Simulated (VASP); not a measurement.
Here is a VASP 6.6.1 calculation.

The input POSCAR:

```
TePb
1.0
    0.0000000000      3.2310000000      3.2310000000
    3.2310000000      0.0000000000      3.2310000000
    3.2310000000      3.2310000000      0.0000000000
Pb Te
1 1
Direct
    0.0000000000      0.0000000000      0.0000000000
    0.5000000000      0.5000000000      0.5000000000
```

File INCAR.step1:

```
SYSTEM = TePb
PREC = Accurate ; ENCUT = 520
EDIFF = 1E-5 ; ISMEAR = 0
SIGMA = 0.02 ; LREAL = .FALSE.
LASPH = .TRUE. ; NELM = 80
ALGO = Normal ; ISIF = 2
LWAVE = .TRUE. ; LCHARG = .FALSE.
GGA = PE ; KPAR = 4
```

Contents of INCAR.step2:

```
SYSTEM = TePb
PREC = Accurate ; ENCUT = 520
EDIFF = 1E-6 ; ISMEAR = 0
SIGMA = 0.02 ; LREAL = .FALSE.
LASPH = .TRUE. ; NELM = 80
ALGO = Normal ; ISIF = 2
LWAVE = .FALSE. ; LCHARG = .FALSE.
GGA = PE ; LHFCALC = .TRUE.
HFSCREEN = 0.3 ; PRECFOCK = Fast
ISTART = 1 ; KPAR = 4
```

The input KPOINTS:

```
Automatic mesh
0
G
  6 6 6
  0 0 0
```

The input KPOINTS_OPT:

```
path GXWKGLUWLK,UX
8
line-mode
reciprocal
 0.0000000000  0.0000000000  0.0000000000  G
 0.5000000000  0.0000000000  0.5000000000  X

 0.5000000000  0.0000000000  0.5000000000  X
 0.5000000000  0.2500000000  0.7500000000  W

 0.5000000000  0.2500000000  0.7500000000  W
 0.3750000000  0.3750000000  0.7500000000  K

 0.3750000000  0.3750000000  0.7500000000  K
 0.0000000000  0.0000000000  0.0000000000  G

 0.0000000000  0.0000000000  0.0000000000  G
 0.5000000000  0.5000000000  0.5000000000  L

 0.5000000000  0.5000000000  0.5000000000  L
 0.6250000000  0.2500000000  0.6250000000  U

 0.6250000000  0.2500000000  0.6250000000  U
 0.5000000000  0.2500000000  0.7500000000  W

 0.5000000000  0.2500000000  0.7500000000  W
 0.5000000000  0.5000000000  0.5000000000  L

 0.5000000000  0.5000000000  0.5000000000  L
 0.3750000000  0.3750000000  0.7500000000  K

 0.6250000000  0.2500000000  0.6250000000  U
 0.5000000000  0.0000000000  0.5000000000  X
```

Potentials or basis: VASP PAW PBE potentials, release 64 (Pb_d, Te).

Launch:

```sh
$ cat potpaw_PBE.64/Pb_d/POTCAR potpaw_PBE.64/Te/POTCAR > POTCAR
$ cp INCAR.step1 INCAR
$ mpirun -np 4 vasp_std > vasp.out
$ cp INCAR.step2 INCAR
$ mpirun -np 4 vasp_std > vasp.out
```

**Question.** Estimate the band gap on the k mesh.

**Answer.** 0.96 eV.

**Question.** Predict the pressure.

**Answer.** 1.1 GPa.

**Question.** Predict the band gap along the path.

**Answer.** 0.96 eV.

Levels at the corners of the path, in eV from the valence-band top:
```csv
point,band 6,band 7,band 8,band 9,band 10,band 11,band 12,band 13,band 14
Γ,-13.15,-5.88,-1.56,-1.56,-1.56,4.58,4.58,4.58,6.20
X,-11.29,-7.77,-4.97,-3.13,-3.13,3.57,6.07,6.07,7.39
X,-11.29,-7.77,-4.97,-3.13,-3.13,3.57,6.07,6.07,7.39
W,-11.13,-8.56,-4.19,-4.19,-0.47,1.96,5.68,5.68,7.45
W,-11.13,-8.56,-4.19,-4.19,-0.47,1.96,5.68,5.68,7.45
K,-11.20,-8.55,-4.55,-2.58,-2.28,3.96,4.20,5.54,6.53
K,-11.20,-8.55,-4.55,-2.58,-2.28,3.96,4.20,5.54,6.53
Γ,-13.15,-5.88,-1.56,-1.56,-1.56,4.58,4.58,4.58,6.20
Γ,-13.15,-5.88,-1.56,-1.56,-1.56,4.58,4.58,4.58,6.20
L,-11.58,-9.28,-1.10,-1.10,0.00,0.96,1.52,1.52,8.97
L,-11.58,-9.28,-1.10,-1.10,0.00,0.96,1.52,1.52,8.97
U,-11.20,-8.55,-4.55,-2.58,-2.28,3.96,4.20,5.54,6.53
U,-11.20,-8.55,-4.55,-2.58,-2.28,3.96,4.20,5.54,6.53
W,-11.13,-8.56,-4.19,-4.19,-0.47,1.96,5.68,5.68,7.45
W,-11.13,-8.56,-4.19,-4.19,-0.47,1.96,5.68,5.68,7.45
L,-11.58,-9.28,-1.10,-1.10,0.00,0.96,1.52,1.52,8.97
L,-11.58,-9.28,-1.10,-1.10,0.00,0.96,1.52,1.52,8.97
K,-11.20,-8.55,-4.55,-2.58,-2.28,3.96,4.20,5.54,6.53
U,-11.20,-8.55,-4.55,-2.58,-2.28,3.96,4.20,5.54,6.53
X,-11.29,-7.77,-4.97,-3.13,-3.13,3.57,6.07,6.07,7.39
```

Caveat: the PAW data sets were made with another functional, which shifts forces and pressure a little; spin-orbit coupling is left out, which moves the levels of the heavy elements.
